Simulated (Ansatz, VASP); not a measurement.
**One calculation of H, two programs**

The input INCAR:

```
SYSTEM = H
PREC = Accurate
ENCUT = 520
EDIFF = 1E-6
ISMEAR = -1
SIGMA = 0.05
LREAL = .False.
LASPH = .True.
NELM = 100
ALGO = Normal
ISIF = 2
LWAVE = .False.
LCHARG = .False.
GGA = PE
NBANDS = 8
```

Contents of KPOINTS:

```
Automatic mesh
0
Gamma
  17 17 9
  0 0 0
```

The input POSCAR:

```
H
1.0
    1.9193272223      0.0000000000      0.0000000000
   -0.9596636112      1.6621861327      0.0000000000
    0.0000000000      0.0000000000      1.8919284493
H
2
Direct
    0.3333333333      0.6666666667      0.2500000000
    0.6666666667      0.3333333333      0.7500000000
```

Input for Ansatz:

```yaml
crystal:
  lattice:
    - [1.9193272223, 0.0, 0.0]
    - [-0.9596636112, 1.6621861327, 0.0]
    - [0.0, 0.0, 1.8919284493]
  atoms:
    - { symbol: H, position: [0.3333333333, 0.6666666667, 0.25] }
    - { symbol: H, position: [0.6666666667, 0.3333333333, 0.75] }
kpoints:
  mp_grid: { grid: [17, 17, 9] }
scf:
  occupations: { method: fermi_dirac, width: 0.05 }
hamiltonian:
  xc: pbe
  pseudopotentials: { kind: all_electron, lapw: { basis_error: 0.0005 } }
output:
  forces: true
  stress: true
  eigenvalues: true
```

Change from the starting cell: volume scaled by 0.98.

Alike in both runs: task single point; functional PBE; k mesh 17 × 17 × 9; occupations fermi-dirac, width 0.05 eV; no spin polarisation.

|  | VASP | Ansatz |
| --- | --- | --- |
| version | VASP 6.6.1 | Ansatz 0.2.0 |
| potentials or method | VASP PAW PBE potentials, release 64 (H), cutoff 520 eV | all-electron LAPW, scalar-relativistic |

Ansatz gave:

| Property | Result |
| --- | --- |
| pressure (GPa) | 2.1 |

**Question.** Estimate VASP's values.

**Answer.** Pressure (GPa): 1.7.

Ansatz ran all-electron here, and VASP with PAW potentials.

The k mesh is coarse, so the values compare programs but aren't converged.
